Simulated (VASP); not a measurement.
# Li2Se (Fm-3m) in VASP: notebook, part 2 of 2

VASP 6.6.1. Earlier steps stand in the parts before.

### Step 4. Single point, PBE (strain +0.050 along x and y, +0.050 along z)

INCAR

```
SYSTEM = Li2Se
PREC     = Accurate       ! precision mode
ENCUT    = 750            ! plane-wave cutoff, eV
EDIFF    = 1E-6           ! SCF threshold, eV
ISMEAR   = 0              ! smearing method
SIGMA    = 0.05           ! smearing width, eV
LREAL    = .FALSE.        ! projectors in reciprocal space
LASPH    = .TRUE.         ! aspherical terms in the spheres
NELM     = 120            ! most SCF steps
ALGO     = Normal         ! electronic algorithm
ISIF     = 2              ! what is computed and relaxed
LWAVE    = .FALSE.        ! write WAVECAR
LCHARG   = .FALSE.        ! write CHGCAR
GGA      = PE             ! functional
NBANDS   = 13             ! bands
GGA_COMPAT= .FALSE.
```

KPOINTS

```
Automatic mesh
0
G
  8 8 8
  0 0 0
```

POSCAR

```
Li2Se
1.0
    0.0000000000      3.1526250000      3.1526250000
    3.1526250000      0.0000000000      3.1526250000
    3.1526250000      3.1526250000      0.0000000000
Li Se
2 1
Direct
    0.2500000000      0.2500000000      0.2500000000
    0.7500000000      0.7500000000      0.7500000000
    0.0000000000      0.0000000000      0.0000000000
```

Potentials or basis: VASP PAW PBE potentials, release 64 (Li_sv, Se).

Launch:

```
> cat potpaw_PBE.64/Li_sv/POTCAR potpaw_PBE.64/Se/POTCAR > POTCAR
> mpirun -np 1 vasp_std > vasp.out
```

OUTCAR:

```text
SYSTEM = Li2Se
   PREC = Accurate
   ENCUT = 750
   EDIFF = 1E-6
   ISMEAR = 0
   LREAL = .FALSE.
   LASPH = .TRUE.
   NELM = 120
   ISIF = 2
   GGA = PE

 ion  position               nearest neighbor table
   1  0.250  0.250  0.250-
   2  0.750  0.750  0.750-
   3  0.000  0.000  0.000-

  LATTYP: Found a face centered cubic cell.
 ALAT       =     6.3052500000

  Lattice vectors:

 A1 = (   0.0000000000,   3.1526250000,   3.1526250000)
 A2 = (   3.1526250000,   0.0000000000,   3.1526250000)
 A3 = (   3.1526250000,   3.1526250000,   0.0000000000)

Analysis of symmetry for initial positions (statically):
=====================================================================
 Subroutine PRICEL returns:
 Original cell was already a primitive cell.

 Routine SETGRP: Setting up the symmetry group for a
 face centered cubic supercell.

 Subroutine GETGRP returns: Found 48 space group operations
 (whereof 48 operations were pure point group operations)
 out of a pool of 48 trial point group operations.

The static configuration has the point symmetry O_h .

Analysis of symmetry for dynamics (positions and initial velocities):
=====================================================================
 Subroutine PRICEL returns:
 Original cell was already a primitive cell.

 Routine SETGRP: Setting up the symmetry group for a
 face centered cubic supercell.

 Subroutine GETGRP returns: Found 48 space group operations
 (whereof 48 operations were pure point group operations)
 out of a pool of 48 trial point group operations.

The dynamic configuration has the point symmetry O_h .

 Subroutine INISYM returns: Found 48 space group operations
 (whereof 48 operations are pure point group operations),
 and found     1 'primitive' translations

----------------------------------------------------------------------------------------

                                     Primitive cell

  volume of cell :      62.6682

  direct lattice vectors                    reciprocal lattice vectors
     0.000000000  3.152625000  3.152625000    -0.158597994  0.158597994  0.158597994
     3.152625000  0.000000000  3.152625000     0.158597994 -0.158597994  0.158597994
     3.152625000  3.152625000  0.000000000     0.158597994  0.158597994 -0.158597994

  length of vectors
     4.458485032  4.458485032  4.458485032     0.274699783  0.274699783  0.274699783

  position of ions in fractional coordinates (direct lattice)
     0.250000000  0.250000000  0.250000000
     0.750000000  0.750000000  0.750000000
     0.000000000  0.000000000  0.000000000

  ion indices of the primitive-cell ions
   primitive index   ion index
                 1           1
                 2           2
                 3           3

----------------------------------------------------------------------------------------

 KPOINTS: Automatic mesh

Automatic generation of k-mesh.
 Grid dimensions read from file:
 generate k-points for:    8    8    8

 Generating k-lattice:

  Cartesian coordinates                     Fractional coordinates (reciprocal lattice)
    -0.019824749  0.019824749  0.019824749     0.125000000  0.000000000  0.000000000
     0.019824749 -0.019824749  0.019824749     0.000000000  0.125000000  0.000000000
     0.019824749  0.019824749 -0.019824749     0.000000000  0.000000000  0.125000000

  Length of vectors
     0.034337473  0.034337473  0.034337473

  Shift w.r.t. Gamma in fractional coordinates (k-lattice)
     0.000000000  0.000000000  0.000000000

 Subroutine IBZKPT returns following result:
 ===========================================

 Found     29 irreducible k-points:

 Following reciprocal coordinates:
            Coordinates               Weight
  0.000000  0.000000  0.000000      1.000000
  0.125000  0.000000  0.000000      8.000000
  0.250000  0.000000  0.000000      8.000000
  0.375000  0.000000  0.000000      8.000000
  0.500000  0.000000  0.000000      4.000000
  0.125000  0.125000  0.000000      6.000000
[... 16 lines left out ...]
  0.500000  0.250000  0.125000     48.000000
 -0.375000  0.250000  0.125000     24.000000
 [... further k-points ...]
   k-points           NKPTS =     29   k-points in BZ     NKDIM =     29   number of bands    NBANDS=     13
   number of dos      NEDOS =    301   number of ions     NIONS =      3
   total plane-waves  NPLWV =  64000
   dimension x,y,z NGX =    40 NGY =   40 NGZ =   40
   dimension x,y,z NGXF=    80 NGYF=   80 NGZF=   80
   ions per type =               2   1
   NGX,Y,Z   is equivalent  to a cutoff of  14.92, 14.92, 14.92 a.u.
   NGXF,Y,Z  is equivalent  to a cutoff of  29.83, 29.83, 29.83 a.u.
 SYSTEM =  Li2Se
   PREC   = accura    normal or accurate (medium, high low for compatibility)
   ISTART =      0    job   : 0-new  1-cont  2-samecut
   ICHARG =      2    charge: 1-file 2-atom 10-const
   ISPIN  =      1    spin polarized calculation?
   LNONCOLLINEAR =      F non collinear calculations
   LSORBIT =      F    spin-orbit coupling
   LASPH  =      T    aspherical Exc in radial PAW
   ENCUT  =  750.0 eV  55.12 Ry    7.42 a.u.   9.96  9.96  9.96*2*pi/ulx,y,z
   NELM   =    120;   NELMIN=  2; NELMDL= -5     # of ELM steps
   EDIFF  = 0.1E-05   stopping-criterion for ELM
   LREAL  =      F    real-space projection
   EDIFFG = 0.1E-04   stopping-criterion for IOM
   NSW    =      0    number of steps for IOM
   IBRION =     -1    ionic relax: 0-MD 1-quasi-New 2-CG
   NFREE  =      0    steps in history (QN), initial steepest desc. (CG)
   ISIF   =      2    stress and relaxation
   ISYM   =      2    0-nonsym 1-usesym 2-fastsym
   POTIM  = 0.5000    time-step for ionic-motion
   TEBEG  =    0.0;   TEEND  =   0.0 temperature during run
   PSTRESS=    0.0 pullay stress
   NELECT =      12.0000    total number of electrons
   NUPDOWN=      -1.0000    fix difference up-down
   EMIN   =  10.00;   EMAX   =-10.00  energy-range for DOS
   EFERMI =   0.00;   METHOD = LEGACY
   ISMEAR =     0;   SIGMA  =   0.05  broadening in eV -4-tet -1-fermi 0-gaus
   EFERMI_NEDOS =   21; number of points for ismear=-14 and -15
   IALGO  =     38    algorithm
   IMIX   =      4    mixing-type and parameters
     AMIX     =   0.40;   BMIX     =  1.00
     AMIX_MAG =   1.60;   BMIX_MAG =  1.00
  volume/ion in A,a.u.               =      20.89       140.97
  Fermi-wavevector in a.u.,A,eV,Ry     =   0.943596  1.783139 12.114275  0.890374
  Thomas-Fermi vector in A             =   2.071319
   LORBIT       =      0    0 simple, 1 ext, 2 COOP (PROOUT), +10 PAW based schemes
   GGA     = PE    functional components
   LHFCALC =     F    Hartree Fock is set to
   AEXX    =    0.0000 exact exchange contribution
   IVDW    =     0    specifies the selected vdW correction
   LEPSILON=     F    determine dielectric tensor
   LRPA    =     F    only Hartree local field effects (RPA)
 non-spin polarized calculation
 Gauss-broadening in eV      SIGMA  =   0.05
  energy-cutoff  :      750.00
  volume of cell :       62.67
 maximum number of plane-waves:      2954
   NGX = 19   NGY = 19   NGZ = 19

 number of electron      11.9999998 magnetization

 Free energy of the ion-electron system (eV)
  ---------------------------------------------------
  ext. energy  EPLUGINS =         0.00000000
  ---------------------------------------------------
  free energy    TOTEN  =       -11.02073975 eV

  energy without entropy =      -11.02073975  energy(sigma->0) =      -11.02073975

 E-fermi :   0.5957     XC(G=0):  -7.7379

 val. band max:        0.2422717985   @ k =   0.0000   0.0000   0.0000
 cond. band min:       3.0573204913   @ k =   0.0000   0.0000   0.0000
 fundamental gap:      2.8150486928
 Fermi energy:         0.5956898758

 k-point     1 :       0.0000    0.0000    0.0000
  band No.  band energies     occupation
      1     -44.7614      2.00000
      2     -44.7487      2.00000
      3     -10.8015      2.00000
      4       0.2423      2.00000
      5       0.2423      2.00000
      6       0.2423      2.00000
      7       3.0573      0.00000
      8       5.7583      0.00000
      9       5.7583      0.00000
     10       5.7583      0.00000
     11      10.3717      0.00000
     12      10.3717      0.00000
     13      10.5680      0.00000
[... 353 lines left out ...]
 k-point    24 :      -0.3750    0.2500    0.1250
  band No.  band energies     occupation
      1     -44.7549      2.00000
      2     -44.7549      2.00000
      3     -10.4963      2.00000
      4      -1.9455      2.00000
      5      -0.8500      2.00000
      6      -0.5042      2.00000
      7       5.4839      0.00000
      8       5.5136      0.00000
      9       7.4345      0.00000
     10       7.9562      0.00000
     11       8.9543      0.00000
     12      10.1515      0.00000
     13      11.9883      0.00000

 [... further k-points ...]
[... 5 lines left out ...]
  --------------------------------------------------------------------------------------
  -------------------------------------------------------------------------------------
  Total       -1.4686580     -1.4686580     -1.4686580      0.0000000      0.0000000      0.0000000
  in kB      -37.5477856    -37.5477856    -37.5477856      0.0000000      0.0000000      0.0000000
  external PRESSURE =     -37.5477856 kB  Pullay stress =       0.0000000 kB

 VOLUME and BASIS-vectors are now :
 -----------------------------------------------------------------------------
  energy-cutoff  :      750.00
  volume of cell :       62.67
      direct lattice vectors                 reciprocal lattice vectors
     0.000000000  3.152625000  3.152625000    -0.158597994  0.158597994  0.158597994
     3.152625000  0.000000000  3.152625000     0.158597994 -0.158597994  0.158597994
     3.152625000  3.152625000  0.000000000     0.158597994  0.158597994 -0.158597994

 POSITION                                       TOTAL-FORCE (eV/Angst)
 -----------------------------------------------------------------------------------
      1.57631      1.57631      1.57631        -0.000000     -0.000000     -0.000000
      4.72894      4.72894      4.72894         0.000000      0.000000      0.000000
      0.00000      0.00000      0.00000         0.000000     -0.000000      0.000000
 -----------------------------------------------------------------------------------
    total drift:                                0.000000     -0.000000      0.000000

  FREE ENERGIE OF THE ION-ELECTRON SYSTEM (eV)
  ---------------------------------------------------
  free  energy   TOTEN  =       -11.0207397485 eV

  energy  without entropy=      -11.0207397485  energy(sigma->0) =      -11.02073975
```

Wall time 29 s (1 thread of AMD EPYC 9R45 (Zen 5), shared host); peak memory 0.21 GiB.

What came out:

```
Free energy            : -11.0207 eV
Pressure               : -3.8 GPa
Band gap on the k mesh : 2.81 eV, direct
```

Levels at points of the mesh, in eV from the valence-band top:
| k point | band 3 | band 4 | band 5 | band 6 | band 7 | band 8 | band 9 | band 10 |
| --- | --- | --- | --- | --- | --- | --- | --- | --- |
| (0.00, 0.00, 0.00) | -11.04 | 0.00 | 0.00 | 0.00 | 2.81 | 5.52 | 5.52 | 5.52 |
| (0.50, 0.00, 0.00) | -10.78 | -2.44 | -0.42 | -0.42 | 4.54 | 5.85 | 5.85 | 7.32 |
| (0.50, 0.50, 0.00) | -10.70 | -1.96 | -1.16 | -1.16 | 3.06 | 5.78 | 9.37 | 9.37 |

Caveat: the cell differs from its parent crystal (strain +0.050 along x and y, +0.050 along z). A k mesh can miss the band edges.

### Step 5. Overview

| cell | gap on the mesh (eV) | pressure (GPa) |
| --- | --- | --- |
| a = 4.034 Å, angles 60.0°, 3 atoms | 2.81 | 7.0 |
| a = 4.140 Å, angles 60.0°, 3 atoms | 2.91 | 2.9 |
| a = 4.458 Å, angles 60.0°, 3 atoms | 2.81 | -3.8 |

Alike in all rows: task single point; level PBE; potentials or basis VASP PAW PBE potentials, release 64 (Li_sv, Se); no spin polarisation; k mesh 8 × 8 × 8; cutoff (eV) 750; smearing gaussian 0.05 eV.

Absolute energies hang on the potentials; compare differences alone.
